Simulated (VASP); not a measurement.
# CuGe4: single point with PBE+D3(BJ)

System: CuGe4, a slab with vacuum.

```
Ge Cu
1.0
     4.03036    0.00000    0.00000
    -2.01518    3.49039    0.00000
     0.00000    0.00000   21.49841
Ge Cu
4 1
Direct
  0.33333 0.66667 0.18606
  0.00000 0.00000 0.22433
  0.00000 0.00000 0.34592
  0.66667 0.33333 0.38135
  0.66667 0.00000 0.53485
```

```json
{
  "Program": "VASP 6.6.1",
  "Task": "single point",
  "Functional": "PBE",
  "Dispersion": "D3(BJ)",
  "Potentials or basis": "VASP PAW PBE potentials, release 64 (Ge_d, Cu)",
  "Cutoff": "520 eV",
  "k mesh": "9 × 9 × 1",
  "Occupations": "gaussian, width 0.1 eV",
  "Spin": "no spin polarisation"
}
```

| Property | Result |
| --- | --- |
| Largest force | 0.590 eV/Å |
| Band gap on the k mesh | zero (an odd number of electrons rules out a gap without spin polarisation) |
| Dispersion energy per atom | -0.232 eV |

Forces on the atoms (eV/Å):
```
Ge  -0.026  0.018  0.153
Ge   0.024 -0.022 -0.079
Ge   0.008  0.018 -0.078
Ge   0.069 -0.148  0.566
Cu  -0.076  0.133 -0.562
```

Levels at points of the mesh, in eV from the Fermi level:
```csv
k point,band 31,band 32,band 33,band 34,band 35,band 36
"(0.00, 0.00, 0.00)",-0.53,-0.52,0.05,0.06,0.70,1.17
```

It took 9.7 min on 1 thread of Intel(R) Xeon(R) 6975P-C (Granite Rapids), on a shared host, peak memory 0.66 GiB.

Caveat: an odd number of electrons without spin polarisation forces a metal; a magnetic or distorted state may lie lower.
